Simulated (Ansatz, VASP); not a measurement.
Two plane-wave programs on In3As

```
In As
1.0
    -3.10417    3.10417    3.10417
     3.10417   -3.10417    3.10417
     3.10417    3.10417   -3.10417
In As
3 1
Direct
  0.00000 0.50000 0.50000
  0.50000 0.00000 0.50000
  0.50000 0.50000 0.00000
  0.00000 0.00000 0.00000
```

Alike in both runs: task single point; functional PBE; k mesh 4 × 4 × 4; occupations gaussian, width 0.1 eV; no spin polarisation.

|  | VASP | Ansatz |
| --- | --- | --- |
| version | VASP 6.6.1 | Ansatz 0.2.0 |
| potentials or method | VASP PAW PBE potentials, release 64 (In_d, As), cutoff 520 eV | scalar-relativistic, plane waves, PAW |
| valence electrons in the cell | 44 | 54 |

|  | VASP | Ansatz | Ansatz less VASP |
| --- | --- | --- | --- |
| gap on the k mesh at the Fermi level (eV) | none | none | - |
| pressure (GPa) | -3.9 | -3.9 | +0.01 |

A gap of «none» marks a metal or a gap that the smearing closes. With one functional, cell and mesh, what is left measures potentials, basis and numerics. VASP's potentials hold 44 valence electrons a cell and Ansatz's 54, so a difference there can come from the potentials and not from the codes.
